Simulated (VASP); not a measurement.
# Zr: single point with PBE

The system is Zr.

```
Zr
1.0
     4.52566    0.00000    0.00000
     0.00000    4.52566    0.00000
     0.00000    0.00000    4.52566
Zr
4
Direct
  0.00002 0.00002 0.00002
  0.49998 0.99998 0.50002
  0.50002 0.49998 0.99998
  0.99998 0.50002 0.49998
```

This isn't the form of Zr at room conditions, which is hcp.

```yaml
Program: VASP 6.6.1
Task: single point
Functional: PBE
Potentials_or_basis: VASP PAW PBE potentials, release 64 (Zr_sv)
Cutoff: 520 eV
k_mesh: 4 × 4 × 4
Occupations: gaussian, width 0.1 eV
Spin: no spin polarisation
```

```yaml
Pressure: 0.0 GPa
Band_gap_on_the_k_mesh: zero (bands 24 and 25 overlap by 1.37 eV)
```

Levels at points of the mesh, in eV from the Fermi level:
| k point | band 20 | band 21 | band 22 | band 23 | band 24 | band 25 | band 26 | band 27 | band 28 | band 29 |
| --- | --- | --- | --- | --- | --- | --- | --- | --- | --- | --- |
| (0.00, 0.00, 0.00) | -3.03 | -2.22 | -2.22 | -2.22 | 0.95 | 0.95 | 0.95 | 2.99 | 2.99 | 2.99 |
| (0.50, 0.00, 0.00) | -1.77 | -0.95 | -0.95 | -0.42 | -0.42 | -0.42 | -0.42 | 1.21 | 1.21 | 2.39 |
| (0.50, 0.50, 0.00) | -1.93 | -0.44 | -0.44 | -0.44 | -0.44 | -0.23 | -0.23 | -0.23 | -0.23 | 2.01 |
| (0.50, 0.50, 0.50) | -2.98 | 0.77 | 0.77 | 0.77 | 0.77 | 0.77 | 0.77 | 0.77 | 0.77 | 1.08 |

Run time: 73 s on 1 thread of Intel(R) Xeon(R) Platinum 8488C (Sapphire Rapids), with other jobs on the host, peak memory 0.2 GiB.
